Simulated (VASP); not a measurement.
Set up this calculation in VASP 6.6.1, as the native input.

| Property | Result |
| --- | --- |
| Task | single point |
| Functional | PBE |
| Potentials or basis | VASP PAW PBE potentials, release 64 (Al, N) |
| Cutoff | 520 eV |
| k mesh | 10 × 10 × 10 |
| Occupations | gaussian, width 0.05 eV |
| Spin | no spin polarisation |
| Dipole correction | no |
| Further INCAR settings | ALGO = Normal; EDIFF = 1e-07; NBANDS = 11 |

The structure of AlN lies in POSCAR:

```
AlN
1.0
    0.0000000000      2.1355394912      2.2346109109
    2.1355394912      0.0000000000      2.2346109109
    2.1355394912      2.1355394912      0.0000000000
Al N
1 1
Direct
    0.0000000000      0.0000000000      0.0000000000
    0.7500000000      0.7500000000      0.7500000000
```

This cell differs from its parent crystal: strain -0.030 along x and y, +0.015 along z.

One way to write it, as run:

INCAR

```
ALGO = Normal
EDIFF = 1E-7
ENCUT = 520
GGA = PE
ISIF = 2
ISMEAR = 0
LASPH = True
LCHARG = False
LREAL = False
LWAVE = False
NBANDS = 11
NELM = 100
PREC = Accurate
SIGMA = 0.05
```

KPOINTS

```
k-points
0
Gamma
  10 10 10
```

Potentials or basis: VASP PAW PBE potentials, release 64 (Al, N).

Command:

```console
$ cat potpaw_PBE.64/Al/POTCAR potpaw_PBE.64/N/POTCAR > POTCAR
$ mpirun -np 1 vasp_std > vasp.out
```

It gave:

```yaml
Pressure: 9.3 GPa
Band_gap_on_the_k_mesh: 3.18 eV, indirect (least direct gap 4.31 eV)
```

Caveat: the cell differs from its parent crystal (strain -0.030 along x and y, +0.015 along z).

It took 5.9 s on 1 thread of Intel(R) Xeon(R) 6975P-C (Granite Rapids) (shared host), peak memory 0.14 GiB.
